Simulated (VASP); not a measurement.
**Pt: single point with PBEsol**

Crystal: Pt.

```xyz
2
Lattice="0.0000 2.8456 2.8456 2.8456 0.0000 2.8456 2.8456 2.8456 0.0000" Properties=species:S:1:pos:R:3 pbc="T T T"
Pt    2.8456    2.8456    2.8456
Pt    4.2684    4.2684    4.2684
```

This isn't the form of Pt at room conditions, which is fcc.

```
Program                : VASP 6.6.1
Task                   : single point
Functional             : PBEsol
Potentials or basis    : VASP PAW PBE potentials, release 64 (Pt)
Cutoff                 : 520 eV
k mesh                 : 6 × 6 × 6
Occupations            : gaussian, width 0.1 eV
Spin                   : no spin polarisation
Dipole correction      : no
Further INCAR settings : ALGO = Fast; EDIFF = 1e-06; NBANDS = 17
```

```json
{
 "Pressure": "-0.4 GPa",
 "Band gap on the k mesh": "zero (bands 10 and 11 overlap by 0.53 eV)"
}
```

Levels at points of the mesh, in eV from the Fermi level:
```tsv
k point	band 7	band 8	band 9	band 10	band 11	band 12	band 13	band 14
(0.00, 0.00, 0.00)	-1.98	-1.98	-1.98	-0.08	-0.08	10.57	10.57	11.83
(0.50, 0.00, 0.00)	-1.56	-1.45	-1.45	-0.44	-0.44	0.75	8.09	8.09
(0.50, 0.50, 0.00)	-2.61	-2.61	-0.17	-0.17	1.29	1.29	3.82	3.82
```

Run time: 36 s on 1 thread of Intel Xeon 8259CL (shared host), peak memory 0.13 GiB.

Caveat: the PAW data sets were made with another functional, which shifts forces and pressure a little; spin-orbit coupling is left out, which moves the levels of the heavy elements.
